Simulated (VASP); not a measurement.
# Ni (Fm-3m) in VASP: notebook, part 3 of 3

VASP 6.6.1.

**6. Single point, LDA, collinear spin, ferromagnetic start (volume scaled by 1.04)**

The input, INCAR:

```
SYSTEM = Ni
  ALGO = Fast
  EDIFF = 1E-6
  ENCUT = 520
  GGA = CA
  ISIF = 2
  ISMEAR = -1
  ISPIN = 2
  LASPH = .True.
  LCHARG = .True.
  LELF = .True.
  LMAXMIX = 4
  LORBIT = 11
  LREAL = .False.
  LVHAR = .True.
  LWAVE = .False.
  MAGMOM = 1
  NBANDS = 15
  NELM = 150
  PREC = Accurate
  SIGMA = 0.05
```

The input, KPOINTS:

```
k-points
0
Gamma
  13 13 13
  0 0 0
```

The input, POSCAR:

```
Ni
1.0
    0.0000000000      1.7604383569      1.7604383569
    1.7604383569      0.0000000000      1.7604383569
    1.7604383569      1.7604383569      0.0000000000
Ni
1
Direct
    0.0000000000      0.0000000000      0.0000000000
```

Potentials or basis: VASP PAW LDA potentials, release 64 (Ni).

Started as:

```sh
$ cat potpaw_LDA.64/Ni/POTCAR > POTCAR
$ mpirun -np 1 vasp_std > vasp.out
```

OUTCAR:

```text
SYSTEM = Ni
   EDIFF = 1E-6
   ENCUT = 520
   GGA = CA
   ISIF = 2
   ISMEAR = -1
   ISPIN = 2
   LASPH = .True.
   LORBIT = 11
   LREAL = .False.
   NELM = 150
   PREC = Accurate

 ion  position               nearest neighbor table
   1  0.000  0.000  0.000-

  LATTYP: Found a face centered cubic cell.
 ALAT       =     3.5208767138

  Lattice vectors:

 A1 = (   0.0000000000,   1.7604383569,   1.7604383569)
 A2 = (   1.7604383569,   0.0000000000,   1.7604383569)
 A3 = (   1.7604383569,   1.7604383569,   0.0000000000)

Analysis of symmetry for initial positions (statically):
=====================================================================
 Subroutine PRICEL returns:
 Original cell was already a primitive cell.

 Routine SETGRP: Setting up the symmetry group for a
 face centered cubic supercell.

 Subroutine GETGRP returns: Found 48 space group operations
 (whereof 48 operations were pure point group operations)
 out of a pool of 48 trial point group operations.

The static configuration has the point symmetry O_h .

[... 621 lines left out ...]
      3       7.2630      1.00000
      4       7.2630      1.00000
      5       8.3615      1.00000
      6       8.3615      1.00000
      7      32.7279      0.00000
      8      36.5227      0.00000
      9      36.5227      0.00000
     10      36.5227      0.00000
     11      39.5897      0.00000
     12      39.5897      0.00000
     13      39.5897      0.00000
     14      42.5988      0.00000
[... 403 lines left out ...]
      4       7.6108      1.00000
      5       9.1537      0.03099
      6      10.3094      0.00000
      7      17.1513      0.00000
      8      27.8996      0.00000
      9      29.4709      0.00000
     10      31.6521      0.00000
     11      41.5911      0.00000
     12      41.7962      0.00000
     13      44.7357      0.00000
     14      48.1444      0.00000
     15      56.8376      0.00000

 [... further k-points ...]
[... 5 lines left out ...]
  --------------------------------------------------------------------------------------
  -------------------------------------------------------------------------------------
  Total       -1.1818743     -1.1818743     -1.1818743     -0.0000000      0.0000000     -0.0000000
  in kB     -173.5359242   -173.5359242   -173.5359242     -0.0000000      0.0000000     -0.0000000
  external PRESSURE =    -173.5359242 kB  Pullay stress =       0.0000000 kB

 VOLUME and BASIS-vectors are now :
 -----------------------------------------------------------------------------
  energy-cutoff  :      520.00
  volume of cell :       10.91
      direct lattice vectors                 reciprocal lattice vectors
     0.000000000  1.760438357  1.760438357    -0.284020169  0.284020169  0.284020169
     1.760438357  0.000000000  1.760438357     0.284020169 -0.284020169  0.284020169
     1.760438357  1.760438357  0.000000000     0.284020169  0.284020169 -0.284020169

 POSITION                                       TOTAL-FORCE (eV/Angst)
 -----------------------------------------------------------------------------------
      0.00000      0.00000      0.00000         0.000000      0.000000      0.000000
 -----------------------------------------------------------------------------------
    total drift:                               -0.000000     -0.000000     -0.000000

  FREE ENERGIE OF THE ION-ELECTRON SYSTEM (eV)
  ---------------------------------------------------
  free  energy   TOTEN  =        -6.5366649840 eV

  energy  without entropy=       -6.5225066923  energy(sigma->0) =       -6.52958584

 total charge

# of ion       s       p       d       tot
------------------------------------------
    1        0.498   0.493   8.324   9.315

 magnetization (x)

# of ion       s       p       d       tot
------------------------------------------
    1       -0.004  -0.017   0.642   0.621
```

OSZICAR:

```text
N       E                     dE             d eps       ncg     rms          rms(c)
DAV:   1     0.306949204270E+02    0.30695E+02   -0.41704E+03  5398   0.856E+02
DAV:   2    -0.625600414079E+01   -0.36951E+02   -0.34337E+02  5593   0.159E+02
DAV:   3    -0.764154534654E+01   -0.13855E+01   -0.13612E+01  6258   0.303E+01
DAV:   4    -0.765006059644E+01   -0.85152E-02   -0.85140E-02  6036   0.226E+00
DAV:   5    -0.765016744297E+01   -0.10685E-03   -0.10684E-03  6434   0.229E-01    0.101E+01
RMM:   6    -0.693843587729E+01    0.71173E+00   -0.18016E+00  6772   0.143E+01    0.673E+00
RMM:   7    -0.656184895538E+01    0.37659E+00   -0.22892E-01  6701   0.499E+00    0.199E+00
RMM:   8    -0.653992637713E+01    0.21923E-01   -0.50969E-03  7795   0.427E-01    0.881E-01
RMM:   9    -0.653743976539E+01    0.24866E-02   -0.64071E-04  7834   0.202E-01    0.228E-01
RMM:  10    -0.653671295914E+01    0.72681E-03   -0.20845E-04  7349   0.159E-01    0.526E-02
RMM:  11    -0.653666279301E+01    0.50166E-04   -0.52301E-05  7835   0.562E-02    0.379E-02
RMM:  12    -0.653666496956E+01   -0.21765E-05   -0.91264E-06  7655   0.186E-02    0.788E-03
RMM:  13    -0.653666498403E+01   -0.14471E-07   -0.95539E-07  5037   0.753E-03
   1 F= -.65366650E+01 E0= -.65295858E+01  d E =-.141583E-01  mag=     0.6166
```

stdout:

```text
POSCAR found type information on POSCAR Ni
 POSCAR found :  1 types and       1 ions
 scaLAPACK will be used
 LDA part: xc-table for (Slater(with rela. corr.)+CA(PZ))
 , standard interpolation
 POSCAR, INCAR and KPOINTS ok, starting setup
 FFT: planning ... GRIDC
 FFT: planning ... GRID_SOFT
 FFT: planning ... GRID
 WAVECAR not read
 entering main loop
WARNING in EDDRMM: call to ZHEGV failed, returncode =   8  4     14
```

Run time: 45 s. Hardware: 1 thread of AMD EPYC 7R43 (Zen 3), shared host; peak memory 0.1 GiB.

Results:

* Free energy: -6.5367 eV
* Pressure: -17.4 GPa
* Net moment: 0.62 μB per cell
* Site moments: Ni +0.62 μB
* Valence electrons inside the program's atomic spheres: Ni 9.31

Levels at points of the mesh, in eV from the Fermi level:
Spin up:
| k point | band 1 | band 2 | band 3 | band 4 | band 5 | band 6 | band 7 | band 8 | band 9 | band 10 |
| --- | --- | --- | --- | --- | --- | --- | --- | --- | --- | --- |
| (0.00, 0.00, 0.00) | -8.96 | -2.35 | -2.35 | -2.35 | -1.20 | -1.20 | 23.76 | 27.49 | 27.49 | 27.49 |
Spin down:
```csv
k point,band 3,band 4,band 5,band 6,band 7,band 8
"(0.00, 0.00, 0.00)",-1.72,-1.72,-0.62,-0.62,23.75,27.54
```

**7. Overview**

```csv
cell,gap on the mesh (eV),pressure (GPa),moment (μB)
"a = 2.407 Å, angles 60.0°, 1 atom",none,4.5,0.61
"a = 2.424 Å, angles 60.0°, 1 atom",none,-1.0,0.61
"a = 2.441 Å, angles 60.0°, 1 atom",none,-5.9,0.61
"a = 2.474 Å, angles 60.0°, 1 atom",none,-14.0,0.62
"a = 2.490 Å, angles 60.0°, 1 atom",none,-17.4,0.62
```

Alike in all rows: task single point; level LDA; potentials or basis VASP PAW LDA potentials, release 64 (Ni); spin collinear, ferromagnetic start; k mesh 13 × 13 × 13; cutoff (eV) 520; smearing fermi-dirac 0.05 eV.

Total energies depend on the potentials used, so only differences within one code and one set of settings carry meaning.
